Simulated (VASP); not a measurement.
NaCl: relaxation of cell and atoms with r2SCAN

The system is NaCl.

```
Na Cl
1.0
     0.00000    2.81000    2.81000
     2.81000    0.00000    2.81000
     2.81000    2.81000    0.00000
Na Cl
1 1
Direct
  0.00000 0.00000 0.00000
  0.50000 0.50000 0.50000
```

- Program: VASP 6.6.1
- Task: relaxation of cell and atoms
- Functional: r2SCAN
- Potentials or basis: VASP PAW PBE potentials, release 64 (Na_pv, Cl)
- Cutoff: 600 eV
- k mesh: 6 × 6 × 6
- Occupations: gaussian, width 0.01 eV
- Spin: no spin polarisation
- Dipole correction: no
- Further INCAR settings: ALGO = Normal; EDIFF = 1e-06; IBRION = 2; EDIFFG = -0.01; NSW = 80; ISIF = 3

The relaxed volume is 21.85 Å³/atom and the relaxed cell is a = 3.953 Å, b = 3.953 Å, c = 3.953 Å, α = 60.00°, β = 60.00°, γ = 60.00°. The space group after relaxing (to 0.05 Å) is Fm-3m (No. 225). The energy gained by relaxing is 0.5 meV/atom, the ionic steps are 4 and the pressure after relaxing is 0.0 GPa. The band gap on the k mesh is 6.03 eV, direct.

The path:
```tsv
step	energy change (eV)	largest force (eV/Å)	pressure (GPa)	volume (Å³)
1	0.0000	0.0000	-0.39	44.38
2	-0.0007	0.0000	-0.18	44.03
3	-0.0008	0.0000	-0.10	43.92
4	-0.0009	0.0000	0.05	43.69
```

Final structure:
```
Na Cl
1.0
     0.00000    2.79552    2.79552
     2.79552    0.00000    2.79552
     2.79552    2.79552    0.00000
Na Cl
1 1
Direct
  0.00000 0.00000 0.00000
  0.50000 0.50000 0.50000
```

Levels at points of the mesh, in eV from the valence-band top:
| k point | band 3 | band 4 | band 5 | band 6 | band 7 | band 8 | band 9 | band 10 | band 11 |
| --- | --- | --- | --- | --- | --- | --- | --- | --- | --- |
| (0.00, 0.00, 0.00) | -21.47 | -13.28 | 0.00 | 0.00 | 0.00 | 6.03 | 11.78 | 11.78 | 11.78 |
| (0.50, 0.00, 0.00) | -21.48 | -12.91 | -2.00 | -0.29 | -0.29 | 7.99 | 11.83 | 11.83 | 11.83 |
| (0.50, 0.50, 0.00) | -21.48 | -12.86 | -1.75 | -0.63 | -0.63 | 8.52 | 8.59 | 12.41 | 16.16 |

It took 2.6 min on 1 thread of AMD EPYC 7R43 64-Core Processor (Zen 3), with other jobs on the host, peak memory 0.16 GiB.

Caveat: the PAW data sets were made with another functional, which shifts forces and pressure a little. r2SCAN opens gaps a little over a GGA but as a rule still falls short of measured ones.
